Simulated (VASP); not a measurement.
Wanted: the native input for a VASP 6.6.1 run.

```
Task                   : single point
Functional             : PBE
Potentials or basis    : VASP PAW PBE potentials, release 64 (Si, Co)
Cutoff                 : 520 eV
k mesh                 : 2 × 2 × 2
Occupations            : gaussian, width 0.02 eV
Spin                   : collinear spin, ferromagnetic start
Starting moments       : [0.0, 0.0, 0.0, 0.0, 0.0, 0.0, 0.0, 0.0, 0.0, 0.0, 0.0, 0.0, 0.0, 0.0, 0.0, 0.0, 1.05] μB
Dipole correction      : no
Further INCAR settings : LREAL = Auto; ALGO = Fast; EDIFF = 1e-06; NBANDS = 54
```

The structure of CoSi16 (a cell with a defect) lies in POSCAR:

```
CoSi16
1.0
    0.0000000000      5.4700937627     -5.4700937627
    5.4700937627      5.4700937627      0.0000000000
    5.4700937627      0.0000000000     -5.4700937627
Si Co
16 1
Direct
    0.1348805947      0.1321382286      0.1217164694
    0.1323945313      0.6212583636      0.1158262596
    0.6151419237      0.1319123641      0.1201580866
    0.6298415803      0.6252548216      0.1163920634
    0.1147806651      0.1143106548      0.6578602043
    0.1286396597      0.6259126714      0.6174091609
    0.6279011200      0.1259206935      0.6192462409
    0.6295094105      0.6264116574      0.6166679487
    0.2513022737      0.7536448512      0.2468829710
    0.2388844793      0.2467053690      0.2797430111
    0.7507651931      0.7535280342      0.2460990722
    0.7528354501      0.2482770056      0.2487654799
    0.2562634318      0.7415637055      0.7473491639
    0.2545701336      0.2525897288      0.7533475071
    0.7539972218      0.7510437075      0.7421232023
    0.7414167245      0.2531296647      0.7517975337
   -0.0324192798     -0.0292160440      0.0973101236
```

These files were run (other wordings do the same):

INCAR

```
PREC = Accurate
ENCUT = 520
EDIFF = 1E-6
ISMEAR = 0
SIGMA = 0.02
LREAL = Auto
LASPH = True
NELM = 150
ALGO = Fast
ISIF = 2
LWAVE = False
LCHARG = True
ISPIN = 2
MAGMOM = 0 0 0 0 0 0 0 0 0 0 0 0 0 0 0 0 1.05
LORBIT = 11
LMAXMIX = 4
GGA = PE
LELF = True
LVHAR = True
NBANDS = 54
```

KPOINTS

```
regular mesh
0
Gamma
  2 2 2
```

Potentials or basis: VASP PAW PBE potentials, release 64 (Si, Co).

The run is started by

```bash
$ cat potpaw_PBE.64/Si/POTCAR potpaw_PBE.64/Co/POTCAR > POTCAR
$ mpirun -np 1 vasp_std > vasp.out
```

Results of the run:

```json
{
 "Pressure": "0.5 GPa",
 "Largest force": "0.058 eV/Å",
 "Net moment": "0.50 μB per cell",
 "Site moments": "Si +0.01, -0.00, +0.00 (each value once); Co +0.35 μB",
 "Valence electrons inside the program's atomic spheres": "Si 1.68, 1.66, 1.67, 1.69, 1.65 (each value once); Co 8.46"
}
```

Caveat: the k points lie up to 0.50 Å⁻¹ apart.

Run time: 5.8 min on 1 thread of Oxide Virtual Turin-like Processor (shared host), peak memory 0.69 GiB.
